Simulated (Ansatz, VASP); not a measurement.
H: VASP beside Ansatz

File INCAR:

```
PREC = Accurate
ENCUT = 600
EDIFF = 1E-7
ISMEAR = -1
SIGMA = 0.05
LREAL = False
LASPH = True
NELM = 80
ALGO = Normal
ISIF = 3
LWAVE = False
LCHARG = False
GGA = PS
IBRION = 2
NSW = 60
EDIFFG = -0.01
```

The input KPOINTS:

```
regular mesh
0
Gamma
  11 11 11
```

File POSCAR:

```
H
1.0
   -1.6915344700      1.6915344700      2.0584739900
    1.6915344700     -1.6915344700      2.0584739900
    1.6915344700      1.6915344700     -2.0584739900
H
2
Direct
    0.0901377100      0.0901377100      0.0000000000
    0.9098622900      0.9098622900      0.0000000000
```

The input input.yaml:

```yaml
crystal:
  lattice:
    - [-1.69153447, 1.69153447, 2.05847399]
    - [1.69153447, -1.69153447, 2.05847399]
    - [1.69153447, 1.69153447, -2.05847399]
  atoms:
    - { symbol: H, position: [0.09013771, 0.09013771, 0.0] }
    - { symbol: H, position: [0.90986229, 0.90986229, 0.0] }
hamiltonian:
  xc: pbesol
  pseudopotentials: { kind: paw }
kpoints:
  mp_grid: { grid: [11, 11, 11] }
scf:
  occupations: { method: fermi_dirac, width: 0.05 }
output:
  forces: true
  stress: true
  eigenvalues: true
relax:
  f_tol: 0.01
  max_steps: 40
  cell: { stress_tol: 0.05 }
```

Alike in both runs: task relaxation of cell and atoms; functional PBEsol; k mesh 11 × 11 × 11; occupations fermi-dirac, width 0.05 eV; no spin polarisation.

|  | VASP | Ansatz |
| --- | --- | --- |
| version | VASP 6.6.1 | Ansatz 0.2.0 |
| potentials or method | VASP PAW PBE potentials, release 64 (H) | Ansatz PAW |
| plane-wave cutoff (eV) | 600 | 420 |
| valence electrons in the cell | 2 | 2 |

Ansatz gave:

```
gap on the k mesh at the Fermi level, each at its own relaxed structure (eV) : 9.03
relaxed volume (Å³/atom)                                                     : 13.97
relaxed cell length with the largest relative difference (Å)                 : 3.350
```

Which values does VASP return?

gap on the k mesh at the Fermi level, each at its own relaxed structure (eV): 8.68; relaxed volume (Å³/atom): 11.81; relaxed cell length with the largest relative difference (Å): 3.160.

VASP's potentials were made for PBE, not for PBEsol. One of these differences is far larger than is usual between the two programs; its cause wasn't traced.

Noted on Ansatz's run: the volume moved by over 15 % at a fixed basis, so the end points are rough; odd divisions of the mesh miss points on the zone boundary, where band edges often lie, so the gap on the mesh can be too wide; the plane-wave basis is chosen anew once the cell has moved, so the energies of steps on either side of that aren't comparable.
